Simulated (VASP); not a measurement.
# C (P6_3/mmc) in VASP: notebook

The runs below take C through single point, relaxation of cell and atoms, with r2SCAN.

All numbers are computed with VASP 6.6.1; they aren't measurements. Logs are shortened: lines on timing, memory, paths and dates and some standing lists are left out, and cuts for length are marked.

**1. The cell of the first run**

It takes space group P6_3/mmc (No. 194, hexagonal). The conventional cell has a = 2.345 Å, b = 2.345 Å, c = 7.226 Å, α = 90.00°, β = 90.00°, γ = 120.00°. Within 1.8 Å of C (site symmetry -6m2) lie 3 C at 1.35 Å. Within 1.8 Å of C (site symmetry -6m2) lie 3 C at 1.35 Å.

**2. Single point, r2SCAN (biaxial strain in the a-b plane: -4.5 %)**

Input file POSCAR:

```
C
1.0
    2.3452968091      0.0000000000      0.0000000000
   -1.1726484046      2.0310866161      0.0000000000
    0.0000000000      0.0000000000      7.2264104360
C
4
Direct
    0.0000000000      0.0000000000      0.2500000000
    0.0000000000      0.0000000000      0.7500000000
    0.3333333333      0.6666666667      0.2500000000
    0.6666666667      0.3333333333      0.7500000000
```

Input file INCAR.step1:

```
SYSTEM = C
ALGO = Normal
EDIFF = 1E-4
ENCUT = 520
GGA = PE
ISMEAR = 0
LASPH = .TRUE.
LCHARG = .FALSE.
LREAL = .FALSE.
LWAVE = .TRUE.
NBANDS = 16
NELM = 100
PREC = Accurate
SIGMA = 0.1
```

Input file INCAR.step2:

```
SYSTEM = C
ALGO = Normal
EDIFF = 1E-7
ENCUT = 520
ISIF = 2
ISMEAR = 0
ISTART = 1
LASPH = .TRUE.
LCHARG = .FALSE.
LMIXTAU = .TRUE.
LREAL = .FALSE.
LWAVE = .FALSE.
METAGGA = R2SCAN
NBANDS = 16
NELM = 100
PREC = Accurate
SIGMA = 0.1
```

Input file KPOINTS:

```
k-points
0
G
  24 24 8
  0 0 0
```

Potentials or basis: VASP PAW PBE potentials, release 64 (C).

Started as:

```console
cat potpaw_PBE.64/C/POTCAR > POTCAR
cp INCAR.step1 INCAR
mpirun -np 1 vasp_std > vasp.out
cp INCAR.step2 INCAR
mpirun -np 1 vasp_std > vasp.out
```

OUTCAR:

```text
SYSTEM = C
   EDIFF = 1E-7
   ENCUT = 520
   ISIF = 2
   ISMEAR = 0
   ISTART = 1
   LASPH = .TRUE.
   LREAL = .FALSE.
   METAGGA = R2SCAN
   NELM = 100
   PREC = Accurate

 ion  position               nearest neighbor table
   1  0.000  0.000  0.250-   3 1.35   3 1.35   3 1.35
   2  0.000  0.000  0.750-   4 1.35   4 1.35   4 1.35
   3  0.333  0.667  0.250-   1 1.35   1 1.35   1 1.35
   4  0.667  0.333  0.750-   2 1.35   2 1.35   2 1.35

  LATTYP: Found a hexagonal cell.
 ALAT       =     2.3452968091
 C/A-ratio  =     3.0812349243

  Lattice vectors:

 A1 = (   2.3452968091,   0.0000000000,   0.0000000000)
 A2 = (  -1.1726484046,   2.0310866161,   0.0000000000)
 A3 = (   0.0000000000,   0.0000000000,   7.2264104360)

Analysis of symmetry for initial positions (statically):
=====================================================================
 Subroutine PRICEL returns:
 Original cell was already a primitive cell.

 Routine SETGRP: Setting up the symmetry group for a
 hexagonal supercell.

 Subroutine GETGRP returns: Found 24 space group operations
 (whereof 12 operations were pure point group operations)
 out of a pool of 24 trial point group operations.

The static configuration has the point symmetry D_3d.
 The point group associated with its full space group is D_6h.

Analysis of symmetry for dynamics (positions and initial velocities):
=====================================================================
 Subroutine PRICEL returns:
 Original cell was already a primitive cell.

 Routine SETGRP: Setting up the symmetry group for a
 hexagonal supercell.

 Subroutine GETGRP returns: Found 24 space group operations
 (whereof 12 operations were pure point group operations)
 out of a pool of 24 trial point group operations.

The dynamic configuration has the point symmetry D_3d.
 The point group associated with its full space group is D_6h.

 Subroutine INISYM returns: Found 24 space group operations
 (whereof 12 operations are pure point group operations),
 and found     1 'primitive' translations

----------------------------------------------------------------------------------------

                                     Primitive cell

  volume of cell :      34.4230

  direct lattice vectors                    reciprocal lattice vectors
[... 91 lines left out ...]
   EDIFF  = 0.1E-06   stopping-criterion for ELM
   LREAL  =      F    real-space projection
   EDIFFG = 0.1E-05   stopping-criterion for IOM
   NSW    =      0    number of steps for IOM
   IBRION =     -1    ionic relax: 0-MD 1-quasi-New 2-CG
   NFREE  =      0    steps in history (QN), initial steepest desc. (CG)
   ISIF   =      2    stress and relaxation
   ISYM   =      2    0-nonsym 1-usesym 2-fastsym
   POTIM  = 0.5000    time-step for ionic-motion
   TEBEG  =    0.0;   TEEND  =   0.0 temperature during run
   PSTRESS=    0.0 pullay stress
   NELECT =      16.0000    total number of electrons
   NUPDOWN=      -1.0000    fix difference up-down
   EMIN   =  10.00;   EMAX   =-10.00  energy-range for DOS
   EFERMI =   0.00;   METHOD = LEGACY
   ISMEAR =     0;   SIGMA  =   0.10  broadening in eV -4-tet -1-fermi 0-gaus
   EFERMI_NEDOS =   21; number of points for ismear=-14 and -15
   IALGO  =     38    algorithm
   IMIX   =      4    mixing-type and parameters
     AMIX     =   0.40;   BMIX     =  1.00
     AMIX_MAG =   1.60;   BMIX_MAG =  1.00
  volume/ion in A,a.u.               =       8.61        58.07
  Fermi-wavevector in a.u.,A,eV,Ry     =   1.268134  2.396426 21.880403  1.608164
  Thomas-Fermi vector in A             =   2.401245
   LORBIT       =      0    0 simple, 1 ext, 2 COOP (PROOUT), +10 PAW based schemes
   METAGGA = R2SCAN    functional components
   LHFCALC =     F    Hartree Fock is set to
   AEXX    =    0.0000 exact exchange contribution
   IVDW    =     0    specifies the selected vdW correction
   LEPSILON=     F    determine dielectric tensor
   LRPA    =     F    only Hartree local field effects (RPA)
 non-spin polarized calculation
 Gauss-broadening in eV      SIGMA  =   0.10
  energy-cutoff  :      520.00
  volume of cell :       34.42
 maximum number of plane-waves:       957
 NGX is ok and might be reduce to    18
   NGX =  9   NGY =  9   NGZ = 27

 number of electron      16.0000004 magnetization

 Free energy of the ion-electron system (eV)
  ---------------------------------------------------
  ext. energy  EPLUGINS =         0.00000000
  ---------------------------------------------------
  free energy    TOTEN  =       -39.08436071 eV

  energy without entropy =      -39.08391298  energy(sigma->0) =      -39.08413685

 E-fermi :   4.8967     XC(G=0): -10.9019

 val. band max:        4.8960921446   @ k =   0.3333   0.3333   0.2500
 cond. band min:       4.9002842411   @ k =   0.3333   0.3333   0.3750
 fundamental gap:      0.0041920965
 Fermi energy:         4.8967257409

 k-point     1 :       0.0000    0.0000    0.0000
  band No.  band energies     occupation
      1     -17.2158      2.00000
      2     -17.0661      2.00000
      3      -4.8601      2.00000
      4      -3.5865      2.00000
      5       1.7534      2.00000
      6       1.7534      2.00000
[... 433 lines left out ...]
      3      -9.8835      2.00000
      4      -9.8089      2.00000
      5      -2.5003      2.00000
      6      -2.4779      2.00000
[... 8 lines left out ...]
     15      19.6134      0.00000
     16      20.7696      0.00000

 [... further k-points ...]

------------------------ aborting loop because EDIFF is reached ----------------------------------------

  FORCE on cell =-STRESS in cart. coord.  units (eV):
  Direction    XX          YY          ZZ          XY          YZ          ZX
  --------------------------------------------------------------------------------------
  -------------------------------------------------------------------------------------
  Total       14.6417670     14.6417670     -0.1717644     -0.0000000     -0.0000000      0.0000000
  in kB      681.4832589    681.4832589     -7.9945670     -0.0000000     -0.0000000      0.0000000
  external PRESSURE =     451.6573169 kB  Pullay stress =       0.0000000 kB

 VOLUME and BASIS-vectors are now :
 -----------------------------------------------------------------------------
  energy-cutoff  :      520.00
  volume of cell :       34.42
      direct lattice vectors                 reciprocal lattice vectors
     2.345296809  0.000000000  0.000000000     0.426385264  0.246173647  0.000000000
    -1.172648405  2.031086616  0.000000000     0.000000000  0.492347294  0.000000000
     0.000000000  0.000000000  7.226410436     0.000000000  0.000000000  0.138381290

 POSITION                                       TOTAL-FORCE (eV/Angst)
 -----------------------------------------------------------------------------------
      0.00000      0.00000      1.80660        -0.000000     -0.000000     -0.000000
      0.00000      0.00000      5.41981         0.000000     -0.000000     -0.000000
     -0.00000      1.35406      1.80660        -0.000000      0.000000      0.000000
      1.17265      0.67703      5.41981         0.000000     -0.000000     -0.000000
 -----------------------------------------------------------------------------------
    total drift:                                0.000000     -0.000000      0.000000

  FREE ENERGIE OF THE ION-ELECTRON SYSTEM (eV)
  ---------------------------------------------------
  free  energy   TOTEN  =       -39.0843607142 eV

  energy  without entropy=      -39.0839129768  energy(sigma->0) =      -39.08413685
```

OUTCAR.step1:

```text
SYSTEM = C
   EDIFF = 1E-4
   ENCUT = 520
   GGA = PE
   ISMEAR = 0
[... 688 lines left out ...]
      0.00000      0.00000      1.80660        -0.000000      0.000000     -0.000000
      0.00000      0.00000      5.41981         0.000000     -0.000000     -0.000000
     -0.00000      1.35406      1.80660         0.000000      0.000000      0.000000
      1.17265      0.67703      5.41981        -0.000000     -0.000000     -0.000000
 -----------------------------------------------------------------------------------
    total drift:                                0.000000     -0.000000      0.000000

  FREE ENERGIE OF THE ION-ELECTRON SYSTEM (eV)
  ---------------------------------------------------
  free  energy   TOTEN  =       -36.1210641499 eV

  energy  without entropy=      -36.1206136313  energy(sigma->0) =      -36.12083889
```

OSZICAR.step1:

```text
N       E                     dE             d eps       ncg     rms          rms(c)
DAV:   1     0.397170099024E+02    0.39717E+02   -0.80569E+03  9816   0.926E+02
DAV:   2    -0.370759940415E+02   -0.76793E+02   -0.70257E+02 13760   0.200E+02
DAV:   3    -0.398570397126E+02   -0.27810E+01   -0.27654E+01 12672   0.354E+01
DAV:   4    -0.398793281690E+02   -0.22288E-01   -0.22283E-01 12264   0.386E+00
DAV:   5    -0.398796610035E+02   -0.33283E-03   -0.33281E-03 12664   0.444E-01    0.108E+01
DAV:   6    -0.370233012329E+02    0.28564E+01   -0.19440E+00 11360   0.895E+00    0.631E+00
DAV:   7    -0.361067821153E+02    0.91652E+00   -0.23866E+00 11968   0.100E+01    0.199E+00
DAV:   8    -0.361237662484E+02   -0.16984E-01   -0.10644E-01 11304   0.197E+00    0.536E-01
DAV:   9    -0.361208290811E+02    0.29372E-02   -0.35837E-03 12416   0.421E-01    0.175E-01
DAV:  10    -0.361210658331E+02   -0.23675E-03   -0.13507E-03 11064   0.236E-01    0.122E-01
DAV:  11    -0.361210641499E+02    0.16832E-05   -0.47903E-05  9312   0.489E-02
   1 F= -.36121064E+02 E0= -.36120839E+02  d E =-.450519E-03
```

Run time: 7.2 min. Hardware: 1 thread of Intel Xeon Platinum 8488C (Sapphire Rapids), shared host; peak memory 0.23 GiB.

What came out:

* Free energy: -39.0844 eV
* Pressure: 45.2 GPa
* Band gap on the k mesh: zero (bands 8 and 9 overlap by 0.01 eV)

Caveat: the cell differs from its parent crystal (biaxial strain in the a-b plane: -4.5 %); the cell stands under pressure; the PAW data sets were made with another functional, which shifts forces and pressure a little.

**3. Single point, r2SCAN (biaxial strain in the a-b plane: -3.0 %)**

Input file POSCAR:

```
C
1.0
    2.3821339318      0.0000000000      0.0000000000
   -1.1910669659      2.0629885001      0.0000000000
    0.0000000000      0.0000000000      7.1630825938
C
4
Direct
    0.0000000000      0.0000000000      0.2500000000
    0.0000000000      0.0000000000      0.7500000000
    0.3333333333      0.6666666667      0.2500000000
    0.6666666667      0.3333333333      0.7500000000
```

Input file INCAR.step1:

```
ALGO = Normal
EDIFF = 1E-4
ENCUT = 520
GGA = PE
ISMEAR = 0
LASPH = True
LCHARG = False
LREAL = False
LWAVE = True
NBANDS = 16
NELM = 100
PREC = Accurate
SIGMA = 0.1
```

Input file INCAR.step2:

```
ALGO = Normal
EDIFF = 1E-6
ENCUT = 520
ISIF = 2
ISMEAR = 0
ISTART = 1
LASPH = True
LCHARG = True
LELF = True
LMIXTAU = True
LREAL = False
LVHAR = True
LWAVE = False
METAGGA = R2SCAN
NBANDS = 16
NELM = 100
PREC = Accurate
SIGMA = 0.1
```

Input file KPOINTS:

```
k-points
0
Gamma
  24 24 8
```

Potentials or basis: VASP PAW PBE potentials, release 64 (C).

Started as:

```console
cat potpaw_PBE.64/C/POTCAR > POTCAR
cp INCAR.step1 INCAR
mpirun -np 1 vasp_std > vasp.out
cp INCAR.step2 INCAR
mpirun -np 1 vasp_std > vasp.out
```

Run time: 6.2 min. Hardware: 1 thread of Intel Xeon Platinum 8488C (Sapphire Rapids), shared host; peak memory 0.24 GiB.

The run converged. Its results:

```
Free energy            : -39.4609 eV
Pressure               : 28.5 GPa
Band gap on the k mesh : zero (bands 8 and 9 overlap by 0.01 eV)
```

Stress tensor (GPa, compression positive):
```
42.98  0.00  0.00
 0.00 42.98  0.00
 0.00  0.00 -0.59
```

Levels at points of the mesh, in eV from the Fermi level:
```
           k point  band 5  band 6  band 7  band 8  band 9  band 10  band 11  band 12
(0.00, 0.00, 0.00)   -3.17   -3.17   -3.16   -3.16    3.52     9.16     9.34     9.34
(0.50, 0.00, 0.00)   -7.11   -7.09   -2.99   -2.51    1.63     2.21     8.62     8.86
(0.00, 0.00, 0.50)   -3.17   -3.17   -3.17   -3.17    5.77     5.77     9.35     9.35
(0.50, 0.00, 0.50)   -7.10   -7.10   -2.72   -2.72    1.81     1.81     8.74     8.74
```

Caveat: the cell differs from its parent crystal (biaxial strain in the a-b plane: -3.0 %); the cell stands under pressure; the PAW data sets were made with another functional, which shifts forces and pressure a little.

**4. Relaxation of cell and atoms, r2SCAN**

This run uses another cell than the first one, of 9.19 Å³/atom.

Input file POSCAR:

```
C
1.0
    2.4558081961      0.0000000000      0.0000000000
   -1.2279040980      2.1267922846      0.0000000000
    0.0000000000      0.0000000000      7.0364232441
C
4
Direct
    0.0000000000      0.0000000000      0.2500000000
    0.0000000000      0.0000000000      0.7500000000
    0.3333333333      0.6666666667      0.2500000000
    0.6666666667      0.3333333333      0.7500000000
```

Input file INCAR.step1:

```
SYSTEM = C
PREC = Accurate ; ENCUT = 600
ISMEAR = 0 ; SIGMA = 0.1
LREAL = .False. ; LASPH = .True.
NELM = 100 ; GGA = PE
ALGO = Normal ; EDIFF = 1E-4
LWAVE = .True. ; LCHARG = .False.
```

Input file INCAR.step2:

```
SYSTEM = C
PREC = Accurate ; ENCUT = 600
EDIFF = 1E-7 ; ISMEAR = 0
SIGMA = 0.1 ; LREAL = .False.
LASPH = .True. ; NELM = 100
ALGO = Normal ; ISIF = 3
LWAVE = .False. ; LCHARG = .False.
METAGGA = R2SCAN ; LMIXTAU = .True.
IBRION = 2 ; NSW = 100
EDIFFG = -0.005 ; ISTART = 1
```

Input file KPOINTS:

```
regular mesh
0
Gamma
  18 18 6
  0 0 0
```

Potentials or basis: VASP PAW PBE potentials, release 64 (C).

Started as:

```console
cat potpaw_PBE.64/C/POTCAR > POTCAR
cp INCAR.step1 INCAR
mpirun -np 1 vasp_std > vasp.out
cp INCAR.step2 INCAR
mpirun -np 1 vasp_std > vasp.out
```

OUTCAR:

```text
SYSTEM = C
   PREC = Accurate
   ENCUT = 600
   EDIFF = 1E-7
   ISMEAR = 0
   LREAL = .False.
   LASPH = .True.
   NELM = 100
   ISIF = 3
   METAGGA = R2SCAN
   IBRION = 2
   NSW = 100
   EDIFFG = -0.005
   ISTART = 1

 ion  position               nearest neighbor table
   1  0.000  0.000  0.250-   3 1.42   3 1.42   3 1.42
   2  0.000  0.000  0.750-   4 1.42   4 1.42   4 1.42
   3  0.333  0.667  0.250-   1 1.42   1 1.42   1 1.42
   4  0.667  0.333  0.750-   2 1.42   2 1.42   2 1.42

  LATTYP: Found a hexagonal cell.
 ALAT       =     2.4558081961
 C/A-ratio  =     2.8652169397

  Lattice vectors:

 A1 = (   2.4558081961,   0.0000000000,   0.0000000000)
 A2 = (  -1.2279040980,   2.1267922846,   0.0000000000)
[... 468 lines left out ...]
  band No.  band energies     occupation
      1     -16.5418      2.00000
      2     -16.3123      2.00000
      3      -4.5091      2.00000
      4      -2.8039      2.00000
      5       1.1910      2.00000
      6       1.1910      2.00000
      7       1.2046      2.00000
      8       1.2046      2.00000
      9       8.5587      0.00000
     10      13.1158      0.00000
     11      13.1158      0.00000
     12      13.1565      0.00000
[... 331 lines left out ...]
 k-point    24 :       0.3889    0.1111    0.0000
  band No.  band energies     occupation
      1     -11.5403      2.00000
      2     -11.3835      2.00000
      3      -8.6743      2.00000
      4      -8.5528      2.00000
      5      -3.3198      2.00000
      6      -3.2623      2.00000
      7       1.1887      2.00000
      8       2.1895      2.00000
      9       6.3951      0.00000
     10       7.1319      0.00000
     11      13.3546      0.00000
     12      13.7113      0.00000

 [... further k-points ...]

------------------------ aborting loop because EDIFF is reached ----------------------------------------

  FORCE on cell =-STRESS in cart. coord.  units (eV):
  Direction    XX          YY          ZZ          XY          YZ          ZX
  --------------------------------------------------------------------------------------
  -------------------------------------------------------------------------------------
  Total        0.0166596      0.0166596     -0.0040344      0.0000000     -0.0000000      0.0000000
  in kB        0.7368397      0.7368397     -0.1784366      0.0000000     -0.0000000      0.0000000
  external PRESSURE =       0.4317476 kB  Pullay stress =       0.0000000 kB
[... 19 lines left out ...]
  FREE ENERGIE OF THE ION-ELECTRON SYSTEM (eV)
  ---------------------------------------------------
  free  energy   TOTEN  =       -39.7649485255 eV

  energy  without entropy=      -39.7641412126  energy(sigma->0) =      -39.76454487

 reached required accuracy - stopping structural energy minimisation
```

OUTCAR.step1:

```text
SYSTEM = C
   PREC = Accurate
   ENCUT = 600
   ISMEAR = 0
   LREAL = .False.
   LASPH = .True.
[... 592 lines left out ...]
      0.00000      0.00000      5.27732        -0.000000      0.000000      0.000000
     -0.00000      1.41786      1.75911        -0.000000     -0.000000      0.000000
      1.22790      0.70893      5.27732        -0.000000      0.000000      0.000000
 -----------------------------------------------------------------------------------
    total drift:                                0.000000      0.000000      0.000000

  FREE ENERGIE OF THE ION-ELECTRON SYSTEM (eV)
  ---------------------------------------------------
  free  energy   TOTEN  =       -36.8764235785 eV

  energy  without entropy=      -36.8756135843  energy(sigma->0) =      -36.87601858
```

OSZICAR.step1:

```text
N       E                     dE             d eps       ncg     rms          rms(c)
DAV:   1     0.610070201013E+02    0.61007E+02   -0.89860E+03  3552   0.137E+03
DAV:   2    -0.348303841172E+02   -0.95837E+02   -0.87176E+02  5076   0.246E+02
DAV:   3    -0.393013130006E+02   -0.44709E+01   -0.44035E+01  4520   0.538E+01
DAV:   4    -0.393594041168E+02   -0.58091E-01   -0.58033E-01  4396   0.713E+00
DAV:   5    -0.393607083129E+02   -0.13042E-02   -0.13038E-02  4440   0.103E+00    0.903E+00
DAV:   6    -0.374746391413E+02    0.18861E+01   -0.18559E+00  4128   0.948E+00    0.528E+00
DAV:   7    -0.368673121796E+02    0.60733E+00   -0.20910E+00  4192   0.102E+01    0.143E+00
DAV:   8    -0.368762718098E+02   -0.89596E-02   -0.65878E-02  4028   0.177E+00    0.112E-01
DAV:   9    -0.368761761151E+02    0.95695E-04   -0.13365E-03  4460   0.302E-01    0.623E-02
DAV:  10    -0.368764226152E+02   -0.24650E-03   -0.32632E-04  4268   0.154E-01    0.297E-02
DAV:  11    -0.368764235785E+02   -0.96329E-06   -0.38378E-06  2956   0.185E-02
   1 F= -.36876424E+02 E0= -.36876019E+02  d E =-.809994E-03
```

Wall time 15 min (1 thread of AMD EPYC 9R45 (Zen 5), shared host); peak memory 0.17 GiB.

Results:

```
Free energy                           : -39.7649 eV
Relaxed volume                        : 9.06 Å³/atom
Relaxed cell                          : a = 2.457 Å, b = 2.457 Å, c = 6.931 Å, α = 90.00°, β = 90.00°, γ = 120.00°
Space group after relaxing (to 0.1 Å) : P6_3/mmc (No. 194)
Energy gained by relaxing             : 0.2 meV/atom
Ionic steps                           : 8
Pressure after relaxing               : 0.0 GPa
Band gap on the k mesh                : zero (bands 8 and 9 overlap by 0.02 eV)
```

Stress tensor (GPa, compression positive):
```
 0.07  0.00  0.00
 0.00  0.07  0.00
 0.00  0.00 -0.02
```

The path:
```csv
step,energy change (eV),largest force (eV/Å),pressure (GPa),volume (Å³)
1,0.0000,0.0000,0.21,36.75
2,0.0001,0.0000,-0.91,36.82
3,-0.0001,0.0000,-0.20,36.78
4,-0.0002,0.0000,-0.19,36.73
5,-0.0004,0.0000,-0.13,36.61
6,-0.0007,0.0000,-0.02,36.37
7,-0.0005,0.0000,0.22,35.88
8,-0.0007,0.0000,0.04,36.22
```

Final structure:
```cif
data_structure
_symmetry_space_group_name_H-M 'P 1'
_symmetry_Int_Tables_number 1
_cell_length_a 2.4566
_cell_length_b 2.4566
_cell_length_c 6.9313
_cell_angle_alpha 90.000
_cell_angle_beta 90.000
_cell_angle_gamma 120.000
_cell_volume 36.22
loop_
_atom_site_label
_atom_site_type_symbol
_atom_site_fract_x
_atom_site_fract_y
_atom_site_fract_z
_atom_site_occupancy
C1 C 0.00000 0.00000 0.25000 1
C2 C 0.00000 0.00000 0.75000 1
C3 C 0.33333 0.66667 0.25000 1
C4 C 0.66667 0.33333 0.75000 1
```

Caveat: the PAW data sets were made with another functional, which shifts forces and pressure a little.

(Continued in part 2 of 2.)
